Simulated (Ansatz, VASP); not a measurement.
Al in VASP and in Ansatz

File INCAR:

```
SYSTEM = Al
ALGO = Fast
EDIFF = 1E-6
ENCUT = 520
GGA = PS
ISIF = 2
ISMEAR = 0
IVDW = 12
LASPH = .TRUE.
LCHARG = .FALSE.
LREAL = .FALSE.
LWAVE = .FALSE.
NBANDS = 8
NELM = 60
PREC = Accurate
SIGMA = 0.15
```

File KPOINTS:

```
k-points
0
G
  28 28 28
  0 0 0
```

Contents of POSCAR:

```
Al
1.0
    0.0000000000      2.0084217763      1.9280849052
    2.0084217763      0.0000000000      1.9280849052
    2.0084217763      2.0084217763      0.0000000000
Al
1
Direct
    0.0000000000      0.0000000000      0.0000000000
```

Input for Ansatz:

```yaml
crystal:
  lattice:
    - [0.0, 2.0084217763, 1.9280849052]
    - [2.0084217763, 0.0, 1.9280849052]
    - [2.0084217763, 2.0084217763, 0.0]
  atoms:
    - { symbol: Al, position: [0.0, 0.0, 0.0] }
basis:
  ecutwfc: 420
kpoints:
  mp_grid: { grid: [28, 28, 28] }
hamiltonian:
  xc: pbesol
  dispersion: d3bj
scf:
  occupations: { method: gaussian, width: 0.15 }
output:
  forces: true
  stress: true
  eigenvalues: true
```

Alike in both runs: task single point; functional PBEsol; dispersion D3(BJ); k mesh 28 × 28 × 28; occupations gaussian, width 0.15 eV; no spin polarisation.

|  | VASP | Ansatz |
| --- | --- | --- |
| version | VASP 6.6.1 | Ansatz 0.2.0 |
| potentials or method | VASP PAW PBE potentials, release 64 (Al), cutoff 520 eV | scalar-relativistic, plane waves, PAW |
| valence electrons in the cell | 3 | 3 |

Ansatz gave:

| Property | Result |
| --- | --- |
| gap on the k mesh at the Fermi level (eV) | none |
| pressure (GPa) | 0.1 |
| traceless stress, the component that is largest in VASP (GPa) | 1.76 |

Question: Which values does VASP return?

Answer: gap on the k mesh at the Fermi level (eV): none; pressure (GPa): 0.2; traceless stress, the component that is largest in VASP (GPa): 1.78.

VASP's potentials were made for PBE, not for PBEsol. A gap of «none» marks a metal or a gap that the smearing closes.
